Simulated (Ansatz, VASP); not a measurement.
# Two plane-wave programs on CuO

```xyz
4
Lattice="2.0461 -2.0470 0.0000 2.0461 2.0470 0.0000 0.0000 0.0000 5.0921" Properties=species:S:1:pos:R:3 pbc="T T T"
Cu    1.0231    1.0235    0.0000
Cu    1.0231   -1.0235    2.5461
O     2.0461    0.0000    1.2730
O     2.0461    0.0000    3.8191
```

Alike in both runs: functional PBEsol; k mesh 14 × 14 × 8; occupations gaussian, width 0.1 eV; no spin polarisation.

Ansatz relaxed the structure, and its values are those at the end. VASP's run is a single point on that final structure, the one shown.

|  | VASP | Ansatz |
| --- | --- | --- |
| version | VASP 6.6.1 | Ansatz 0.2.0 |
| potentials or method | VASP PAW PBE potentials, release 64 (Cu, O), cutoff 520 eV | scalar-relativistic, plane waves, PAW |
| valence electrons in the cell | 34 | 50 |

|  | VASP | Ansatz | Ansatz less VASP |
| --- | --- | --- | --- |
| gap on the k mesh at the Fermi level (eV) | none | none | - |
| pressure (GPa) | 0.8 | 0.0 | -0.77 |

VASP's potentials were made for PBE, not for PBEsol. A gap of «none» marks a metal or a gap that the smearing closes. VASP's potentials hold 34 valence electrons a cell and Ansatz's 50, so a difference there can come from the potentials and not from the codes.
